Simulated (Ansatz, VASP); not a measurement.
# Ge in VASP and in Ansatz

```xyz
8
Lattice="4.0131 0.0000 0.0000 -2.0065 3.4754 0.0000 0.0000 0.0000 13.6897" Properties=species:S:1:pos:R:3 pbc="T T T"
Ge    0.0000    0.0000    5.4147
Ge    0.0000    0.0000    8.2751
Ge    0.0000    0.0000   12.2595
Ge    0.0000    0.0000    1.4302
Ge    0.0000    2.3169    4.7120
Ge    2.0065    1.1585    8.9777
Ge    2.0065    1.1585   11.5569
Ge    0.0000    2.3169    2.1328
```

Alike in both runs: task single point; functional PBE; k mesh 15 × 15 × 4; occupations gaussian, width 0.15 eV; no spin polarisation.

|  | VASP | Ansatz |
| --- | --- | --- |
| version | VASP 6.6.1 | Ansatz 0.2.0 |
| potentials or method | VASP PAW PBE potentials, release 64 (Ge_d), cutoff 520 eV | scalar-relativistic, plane waves, PAW |
| valence electrons in the cell | 112 | 112 |

```csv
,VASP,Ansatz,Ansatz less VASP
gap on the k mesh at the Fermi level (eV),none,none,-
pressure (GPa),1.7,1.7,+0.02
"traceless stress, the component that is largest in VASP (GPa)",-5.59,-5.61,-0.021
rms of the force components (eV/Å),0.783,0.783,+0.0002
```

Atom by atom the forces differ by 0.000 eV/Å (rms over components). A gap of «none» marks a metal or a gap that the smearing closes. With one functional, cell and mesh, what is left measures potentials, basis and numerics.
